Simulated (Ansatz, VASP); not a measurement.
MoS2 in VASP and in Ansatz

Contents of INCAR:

```
SYSTEM = MoS2
ALGO = Normal ; EDIFF = 1E-6
ENCUT = 520 ; GGA = PE
ISIF = 2 ; ISMEAR = 0
IVDW = 12 ; LASPH = .TRUE.
LCHARG = .TRUE. ; LELF = .TRUE.
LREAL = .FALSE. ; LVHAR = .TRUE.
LWAVE = .FALSE. ; NBANDS = 35
NELM = 100 ; PREC = Accurate
SIGMA = 0.05
```

The input KPOINTS:

```
k-points
0
G
  12 12 4
  0 0 0
```

POSCAR

```
MoS2
1.0
    3.2438000000      0.0000000000      0.0000000000
   -1.6219000000      2.8092132048      0.0000000000
    0.0000000000      0.0000000000     11.4426000000
Mo S
2 4
Direct
    0.6666666667      0.3333333333      0.2501439769
    0.3333333333      0.6666666667      0.7498560231
    0.3333333333      0.6666666667      0.3795985159
    0.6666666667      0.3333333333      0.8793132861
    0.3333333333      0.6666666667      0.1206867139
    0.6666666667      0.3333333333      0.6204014841
```

Input for Ansatz:

```yaml
crystal:
  lattice:
    - [3.2438, 0.0, 0.0]
    - [-1.6219, 2.8092132048, 0.0]
    - [0.0, 0.0, 11.4426]
  atoms:
    - { symbol: Mo, position: [0.6666666667, 0.3333333333, 0.2501439769] }
    - { symbol: Mo, position: [0.3333333333, 0.6666666667, 0.7498560231] }
    - { symbol: S, position: [0.3333333333, 0.6666666667, 0.3795985159] }
    - { symbol: S, position: [0.6666666667, 0.3333333333, 0.8793132861] }
    - { symbol: S, position: [0.3333333333, 0.6666666667, 0.1206867139] }
    - { symbol: S, position: [0.6666666667, 0.3333333333, 0.6204014841] }
basis:
  ecutwfc: 420
kpoints:
  mp_grid: { grid: [12, 12, 4] }
hamiltonian:
  xc: pbe
  pseudopotentials: { kind: paw, azcp: { folder: soft_1 } }
  dispersion: d3bj
scf:
  occupations: { method: gaussian, width: 0.05 }
output:
  forces: true
  stress: true
  eigenvalues: true
```

Alike in both runs: task single point; functional PBE; dispersion D3(BJ); k mesh 12 × 12 × 4; occupations gaussian, width 0.05 eV; no spin polarisation.

```csv
,VASP,Ansatz
version,VASP 6.6.1,Ansatz 0.2.0
potentials or method,"VASP PAW PBE potentials, release 64 (Mo_sv, S), cutoff 520 eV","scalar-relativistic, plane waves, PAW"
valence electrons in the cell,52,52
```

```csv
,VASP,Ansatz,Ansatz less VASP
pressure (GPa),0.5,0.7,+0.16
"traceless stress, the component that is largest in VASP (GPa)",10.37,10.38,+0.008
rms of the force components (eV/Å),0.441,0.448,+0.0072
```

Atom by atom the forces differ by 0.007 eV/Å (rms over components).
